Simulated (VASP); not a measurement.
# Ga2O3 (C2/m) in VASP: single point with PBEsol

Aim: the single point of Ga2O3 with PBEsol.

All numbers are computed with VASP 6.6.1; they aren't measurements. Logs are shortened: lines on timing, memory, paths and dates and some standing lists are left out, and cuts for length are marked.

### Step 1. The cell of the first run

Symmetry: C2/m, No. 12, monoclinic system. Conventional cell: a = 12.277 Å, b = 3.047 Å, c = 5.811 Å, α = 90.00°, β = 103.71°, γ = 90.00°. Within 2.6 Å of Ga (site symmetry m) lie 6 O at 1.94 to 2.08 Å. Within 2.4 Å of Ga (site symmetry m) lie 4 O at 1.84 to 1.87 Å. O (site symmetry m) has 3 Ga at 1.84 to 1.94 Å within 2.4 Å. Within 2.5 Å of O (site symmetry m) lie 4 Ga at 1.87 to 2.08 Å. Within 2.4 Å of O (site symmetry m) lie 3 Ga at 1.84 to 1.95 Å.

### Step 2. Single point, PBEsol

INCAR reads:

```
PREC = Accurate
ENCUT = 520
EDIFF = 1E-7
ISMEAR = 0
SIGMA = 0.01
LREAL = Auto
LASPH = T
NELM = 60
ALGO = Normal
ISIF = 2
LWAVE = F
LCHARG = F
GGA = PS
NBANDS = 202
```

KPOINTS reads:

```
Automatic mesh
0
Gamma
  2 2 2
  0.5 0.5 0.5
```

POSCAR reads:

```
Ga2O3
1.0
    4.7582681833     -1.5236549002      5.6478150075
    6.1387112737      4.5709647005      0.0036338569
   -1.3804430904      6.0946196007      5.6441811507
Ga O
16 24
Direct
    0.8486624075      0.8338738849      0.8367601882
    0.0986624075      0.5838738849      0.5867601882
    0.5986624075      0.0838738849      0.0867601882
    0.3486624075      0.3338738849      0.3367601882
    0.9013375925      0.4161261151      0.4132398118
    0.1513375925      0.1661261151      0.1632398118
    0.6513375925      0.6661261151      0.6632398118
    0.4013375925      0.9161261151      0.9132398118
    0.0344114520      0.7845488453      0.1701912290
    0.2844114520      0.5345488453      0.9201912290
    0.7844114520      0.0345488453      0.4201912290
    0.5344114520      0.2845488453      0.6701912290
    0.7155885480      0.4654511547      0.0798087710
    0.9655885480      0.2154511547      0.8298087710
    0.4655885480      0.7154511547      0.3298087710
    0.2155885480      0.9654511547      0.5798087710
    0.9998595162      0.0076735427      0.7442097220
    0.2498595162      0.7576735427      0.4942097220
    0.7498595162      0.2576735427      0.9942097220
    0.4998595162      0.5076735427      0.2442097220
    0.7501404838      0.2423264573      0.5057902780
    0.0001404838      0.9923264573      0.2557902780
    0.5001404838      0.4923264573      0.7557902780
    0.2501404838      0.7423264573      0.0057902780
    0.0887022301      0.5648587397      0.3485315027
    0.3387022301      0.3148587397      0.0985315027
    0.8387022301      0.8148587397      0.5985315027
    0.5887022301      0.0648587397      0.8485315027
    0.6612977699      0.6851412603      0.9014684973
    0.9112977699      0.4351412603      0.6514684973
    0.4112977699      0.9351412603      0.1514684973
    0.1612977699      0.1851412603      0.4014684973
    0.4287532043      0.9018002011      0.6808381502
    0.6787532043      0.6518002011      0.4308381502
    0.1787532043      0.1518002011      0.9308381502
    0.9287532043      0.4018002011      0.1808381502
    0.3212467957      0.3481997989      0.5691618498
    0.5712467957      0.0981997989      0.3191618498
    0.0712467957      0.5981997989      0.8191618498
    0.8212467957      0.8481997989      0.0691618498
```

Potentials or basis: VASP PAW PBE potentials, release 64 (Ga_d, O).

Launch:

```sh
$ cat potpaw_PBE.64/Ga_d/POTCAR potpaw_PBE.64/O/POTCAR > POTCAR
$ mpirun -np 1 vasp_std > vasp.out
```

OUTCAR:

```text
PREC = Accurate
   ENCUT = 520
   EDIFF = 1E-7
   ISMEAR = 0
   LREAL = Auto
   LASPH = T
   NELM = 60
   ISIF = 2
   GGA = PS

 ion  position               nearest neighbor table
   1  0.849  0.834  0.837-  17 1.94  39 1.95  40 1.95  29 2.02  28 2.08  27 2.08
   2  0.099  0.584  0.587-  18 1.94  37 1.95  39 1.95  30 2.02  27 2.08  25 2.08
   3  0.599  0.084  0.087-  19 1.94  40 1.95  38 1.95  31 2.02  26 2.08  28 2.08
   4  0.349  0.334  0.337-  20 1.94  38 1.95  37 1.95  32 2.02  25 2.08  26 2.08
   5  0.901  0.416  0.413-  21 1.94  34 1.95  36 1.95  25 2.02  32 2.08  30 2.08
   6  0.151  0.166  0.163-  22 1.94  36 1.95  35 1.95  26 2.02  31 2.08  32 2.08
   7  0.651  0.666  0.663-  23 1.94  33 1.95  34 1.95  27 2.02  30 2.08  29 2.08
   8  0.401  0.916  0.913-  24 1.94  35 1.95  33 1.95  28 2.02  29 2.08  31 2.08
   9  0.034  0.785  0.170-  40 1.84  24 1.84  22 1.84  25 1.87
  10  0.284  0.535  0.920-  39 1.84  23 1.84  24 1.84  26 1.87
  11  0.784  0.035  0.420-  38 1.84  22 1.84  21 1.84  27 1.87
  12  0.534  0.285  0.670-  37 1.84  21 1.84  23 1.84  28 1.87
  13  0.716  0.465  0.080-  36 1.84  20 1.84  19 1.84  29 1.87
  14  0.966  0.215  0.830-  35 1.84  19 1.84  17 1.84  30 1.87
  15  0.466  0.715  0.330-  34 1.84  18 1.84  20 1.84  31 1.87
  16  0.216  0.965  0.580-  33 1.84  17 1.84  18 1.84  32 1.87
  17  1.000  0.008  0.744-  16 1.84  14 1.84   1 1.94
[... 9 lines left out ...]
  27  0.839  0.815  0.599-  11 1.87   7 2.02   2 2.08   1 2.08
  28  0.589  0.065  0.849-  12 1.87   8 2.02   1 2.08   3 2.08
  29  0.661  0.685  0.901-  13 1.87   1 2.02   8 2.08   7 2.08
  30  0.911  0.435  0.651-  14 1.87   2 2.02   7 2.08   5 2.08
  31  0.411  0.935  0.151-  15 1.87   3 2.02   6 2.08   8 2.08
  32  0.161  0.185  0.401-  16 1.87   4 2.02   5 2.08   6 2.08
  33  0.429  0.902  0.681-  16 1.84   7 1.95   8 1.95
  34  0.679  0.652  0.431-  15 1.84   5 1.95   7 1.95
  35  0.179  0.152  0.931-  14 1.84   8 1.95   6 1.95
  36  0.929  0.402  0.181-  13 1.84   6 1.95   5 1.95
  37  0.321  0.348  0.569-  12 1.84   2 1.95   4 1.95
  38  0.571  0.098  0.319-  11 1.84   4 1.95   3 1.95
  39  0.071  0.598  0.819-  10 1.84   1 1.95   2 1.95
  40  0.821  0.848  0.069-   9 1.84   3 1.95   1 1.95

  LATTYP: Found a triclinic cell.
 ALAT       =    21.2816538889
 B/A-ratio  =     1.1209312816
 C/A-ratio  =     0.9014778372
 COS(alpha) =     0.0001138868
 COS(beta)  =     0.5397399450
 COS(gamma) =     0.8407754610

  Lattice vectors:

 A1 = (  18.4161338211, -10.6655843013,   0.0109015705)
 A2 = (  23.1744020044,  -0.0000000001,   5.6587165781)
 A3 = (   1.3804430904, -18.2838588021,  -5.6441811508)

Analysis of symmetry for initial positions (statically):
=====================================================================
 Subroutine PRICEL returns following result:

  LATTYP: Found a base centered monoclinic cell.
 ALAT       =    12.2774246985
 B/A-ratio  =     0.2482043161
 C/A-ratio  =     0.4732704642
 COS(beta)  =    -0.2370005445

  Lattice vectors:

 A1 = (   6.1387112737,  -1.5236549002,   0.0036338569)
 A2 = (   6.1387112737,   1.5236549002,   0.0036338569)
 A3 = (  -1.3804430904,   0.0000000000,   5.6441811506)

   4 primitive cells build up your supercell.

 Routine SETGRP: Setting up the symmetry group for a
 triclinic supercell.

 Subroutine GETGRP returns: Found  2 space group operations
 (whereof  2 operations were pure point group operations)
 out of a pool of  2 trial point group operations.

The static configuration has the point symmetry S_2 .

Analysis of symmetry for dynamics (positions and initial velocities):
=====================================================================
 Subroutine PRICEL returns following result:

  LATTYP: Found a base centered monoclinic cell.
 ALAT       =    12.2774246985
 B/A-ratio  =     0.2482043161
 C/A-ratio  =     0.4732704642
 COS(beta)  =    -0.2370005445

  Lattice vectors:

 A1 = (   6.1387112737,  -1.5236549002,   0.0036338569)
 A2 = (   6.1387112737,   1.5236549002,   0.0036338569)
 A3 = (  -1.3804430904,   0.0000000000,   5.6441811506)

   4 primitive cells build up your supercell.

 Routine SETGRP: Setting up the symmetry group for a
 triclinic supercell.

 Subroutine GETGRP returns: Found  2 space group operations
 (whereof  2 operations were pure point group operations)
[... 35 lines left out ...]
   primitive index   ion index
                 1           1
                 2           7
                 3           9
                 4          14
                 5          17
                 6          24
                 7          27
                 8          29
                 9          33
                10          40

----------------------------------------------------------------------------------------

 KPOINTS: Automatic mesh

Automatic generation of k-mesh.
 Grid dimensions read from file:
 generate k-points for:    2    2    2

 Generating k-lattice:

  Cartesian coordinates                     Fractional coordinates (reciprocal lattice)
     0.030513233 -0.041019787  0.051756273     0.500000000 -0.000000000  0.000000000
     0.050925297  0.041019787 -0.031838192     0.000000000  0.500000000  0.000000000
    -0.030565665  0.041019787  0.036817713     0.000000000 -0.000000000  0.500000000

  Length of vectors
     0.072748829  0.072730182  0.063027191

  Shift w.r.t. Gamma in fractional coordinates (k-lattice)
     0.500000000  0.500000000  0.500000000

 Subroutine IBZKPT returns following result:
 ===========================================

 Found      4 irreducible k-points:

 Following reciprocal coordinates:
            Coordinates               Weight
  0.250000  0.250000  0.250000      2.000000
 -0.250000  0.250000  0.250000      2.000000
  0.250000 -0.250000  0.250000      2.000000
 -0.250000 -0.250000  0.250000      2.000000
   k-points           NKPTS =      4   k-points in BZ     NKDIM =      4   number of bands    NBANDS=    202
   number of dos      NEDOS =    301   number of ions     NIONS =     40
   total plane-waves  NPLWV = 215040
   dimension x,y,z NGX =    56 NGY =   60 NGZ =   64
   dimension x,y,z NGXF=   112 NGYF=  120 NGZF=  128
   ions per type =              16  24
   NGX,Y,Z   is equivalent  to a cutoff of  12.35, 13.03, 12.64 a.u.
   NGXF,Y,Z  is equivalent  to a cutoff of  24.69, 26.07, 25.27 a.u.
 SYSTEM =  unknown system
   PREC   = accura    normal or accurate (medium, high low for compatibility)
   ISTART =      0    job   : 0-new  1-cont  2-samecut
   ICHARG =      2    charge: 1-file 2-atom 10-const
   ISPIN  =      1    spin polarized calculation?
   LNONCOLLINEAR =      F non collinear calculations
   LSORBIT =      F    spin-orbit coupling
   LASPH  =      T    aspherical Exc in radial PAW
   ENCUT  =  520.0 eV  38.22 Ry    6.18 a.u.  14.02 14.23 15.66*2*pi/ulx,y,z
   NELM   =     60;   NELMIN=  2; NELMDL= -5     # of ELM steps
   EDIFF  = 0.1E-06   stopping-criterion for ELM
   LREAL  =      T    real-space projection
   EDIFFG = 0.1E-05   stopping-criterion for IOM
   NSW    =      0    number of steps for IOM
   IBRION =     -1    ionic relax: 0-MD 1-quasi-New 2-CG
   NFREE  =      0    steps in history (QN), initial steepest desc. (CG)
   ISIF   =      2    stress and relaxation
   ISYM   =      2    0-nonsym 1-usesym 2-fastsym
   POTIM  = 0.5000    time-step for ionic-motion
   TEBEG  =    0.0;   TEEND  =   0.0 temperature during run
   PSTRESS=    0.0 pullay stress
   NELECT =     352.0000    total number of electrons
   NUPDOWN=      -1.0000    fix difference up-down
   EMIN   =  10.00;   EMAX   =-10.00  energy-range for DOS
   EFERMI =   0.00;   METHOD = LEGACY
   ISMEAR =     0;   SIGMA  =   0.01  broadening in eV -4-tet -1-fermi 0-gaus
   EFERMI_NEDOS =   21; number of points for ismear=-14 and -15
   IALGO  =     38    algorithm
   IMIX   =      4    mixing-type and parameters
     AMIX     =   0.40;   BMIX     =  1.00
     AMIX_MAG =   1.60;   BMIX_MAG =  1.00
  volume/ion in A,a.u.               =      10.56        71.26
  Fermi-wavevector in a.u.,A,eV,Ry     =   1.540576  2.911267 32.291727  2.373375
  Thomas-Fermi vector in A             =   2.646644
   LORBIT       =      0    0 simple, 1 ext, 2 COOP (PROOUT), +10 PAW based schemes
   GGA     = PS    functional components
   LHFCALC =     F    Hartree Fock is set to
   AEXX    =    0.0000 exact exchange contribution
   IVDW    =     0    specifies the selected vdW correction
   LEPSILON=     F    determine dielectric tensor
   LRPA    =     F    only Hartree local field effects (RPA)
 non-spin polarized calculation
 Gauss-broadening in eV      SIGMA  =   0.01
  energy-cutoff  :      520.00
  volume of cell :      422.39
 maximum number of plane-waves:     11380
   NGX = 29   NGY = 29   NGZ = 31

 number of electron     351.9999882 magnetization

 Free energy of the ion-electron system (eV)
  ---------------------------------------------------
  ext. energy  EPLUGINS =         0.00000000
  ---------------------------------------------------
  free energy    TOTEN  =      -255.61281133 eV

  energy without entropy =     -255.61281133  energy(sigma->0) =     -255.61281133

 E-fermi :   3.7028     XC(G=0): -11.8586

 val. band max:        3.6240416550   @ k =   0.2500   0.2500   0.2500
 cond. band min:       6.7966517417   @ k =   0.2500   0.2500   0.2500
 fundamental gap:      3.1726100867
 Fermi energy:         3.7027621323

 k-point     1 :       0.2500    0.2500    0.2500
  band No.  band energies     occupation
      1     -15.0674      2.00000
      2     -14.5566      2.00000
      3     -14.3216      2.00000
      4     -14.2716      2.00000
      5     -14.2183      2.00000
      6     -14.1363      2.00000
[... 753 lines left out ...]
    187      10.3838      0.00000
    188      10.7273      0.00000
 [bands above 188 left out]

------------------------ aborting loop because EDIFF is reached ----------------------------------------

  FORCE on cell =-STRESS in cart. coord.  units (eV):
  Direction    XX          YY          ZZ          XY          YZ          ZX
  --------------------------------------------------------------------------------------
  -------------------------------------------------------------------------------------
  Total        0.6341285      1.1578609      0.7757912     -0.0023149     -0.0033968      0.0081234
  in kB        2.4053053      4.3918689      2.9426446     -0.0087808     -0.0128845      0.0308127
  external PRESSURE =       3.2466062 kB  Pullay stress =       0.0000000 kB

 VOLUME and BASIS-vectors are now :
 -----------------------------------------------------------------------------
  energy-cutoff  :      520.00
  volume of cell :      422.39
      direct lattice vectors                 reciprocal lattice vectors
     4.758268183 -1.523654900  5.647815008     0.061026465 -0.082039575  0.103512546
     6.138711274  4.570964701  0.003633857     0.101850594  0.082039575 -0.063676385
    -1.380443090  6.094619601  5.644181151    -0.061131329  0.082039575  0.073635425

 POSITION                                       TOTAL-FORCE (eV/Angst)
 -----------------------------------------------------------------------------------
      8.00197      7.61827      9.51894         0.009163      0.000887      0.019632
      3.24371      6.09462      3.87113         0.009163      0.000887      0.019632
      3.24371     -0.00000      3.87113         0.009163      0.000887      0.019632
      3.24371      3.04731      3.87113         0.009163      0.000887      0.019632
      6.27283      3.04731      7.42450        -0.009163     -0.000887     -0.019632
      1.51456      1.52365      1.77669        -0.009163     -0.000887     -0.019632
[... 32 lines left out ...]
      2.88038      7.61827      5.02806        -0.005793     -0.003378      0.013325
      9.01909      3.04731      5.03169        -0.005793     -0.003378      0.013325
 -----------------------------------------------------------------------------------
    total drift:                                0.000000      0.000000      0.000000

  FREE ENERGIE OF THE ION-ELECTRON SYSTEM (eV)
  ---------------------------------------------------
  free  energy   TOTEN  =      -255.6128113265 eV

  energy  without entropy=     -255.6128113265  energy(sigma->0) =     -255.61281133
```

It took 15 min on 1 thread of Intel Xeon Platinum 8488C (Sapphire Rapids), shared host; peak memory 0.61 GiB.

Results:

* Free energy: -255.6128 eV
* Pressure: 0.3 GPa
* Largest force: 0.022 eV/Å
* Band gap on the k mesh: 3.17 eV

Forces in eV/Å, atoms in the order of the input:
```
Ga   0.009  0.001  0.020
Ga   0.009  0.001  0.020
Ga   0.009  0.001  0.020
Ga   0.009  0.001  0.020
Ga  -0.009 -0.001 -0.020
Ga  -0.009 -0.001 -0.020
Ga  -0.009 -0.001 -0.020
Ga  -0.009 -0.001 -0.020
Ga   0.001  0.000 -0.003
Ga   0.001  0.000 -0.003
Ga   0.001  0.000 -0.003
Ga   0.001  0.000 -0.003
Ga  -0.001  0.000  0.003
Ga  -0.001  0.000  0.003
Ga  -0.001  0.000  0.003
Ga  -0.001  0.000  0.003
O    0.004 -0.002 -0.001
O    0.004 -0.002 -0.001
O    0.004 -0.002 -0.001
O    0.004 -0.002 -0.001
O   -0.004  0.002  0.001
O   -0.004  0.002  0.001
O   -0.004  0.002  0.001
O   -0.004  0.002  0.001
O    0.015 -0.003 -0.013
O    0.015 -0.003 -0.013
O    0.015 -0.003 -0.013
O    0.015 -0.003 -0.013
O   -0.015  0.003  0.013
O   -0.015  0.003  0.013
O   -0.015  0.003  0.013
O   -0.015  0.003  0.013
O    0.006  0.003 -0.013
O    0.006  0.003 -0.013
O    0.006  0.003 -0.013
O    0.006  0.003 -0.013
O   -0.006 -0.003  0.013
O   -0.006 -0.003  0.013
O   -0.006 -0.003  0.013
O   -0.006 -0.003  0.013
```

Stress tensor (GPa, compression positive):
```
0.24 0.00 0.00
0.00 0.44 0.00
0.00 0.00 0.29
```

Levels at points of the mesh, in eV from the valence-band top:
```
           k point  band 172  band 173  band 174  band 175  band 176  band 177  band 178  band 179  band 180  band 181
(0.25, 0.25, 0.25)     -0.47     -0.28     -0.12     -0.05      0.00      3.17      5.67      5.70      5.83      6.03
```

Caveat: the PAW data sets were made with another functional, which shifts forces and pressure a little; a shifted mesh leaves out Γ, where band edges can lie. A k mesh can miss the band edges.
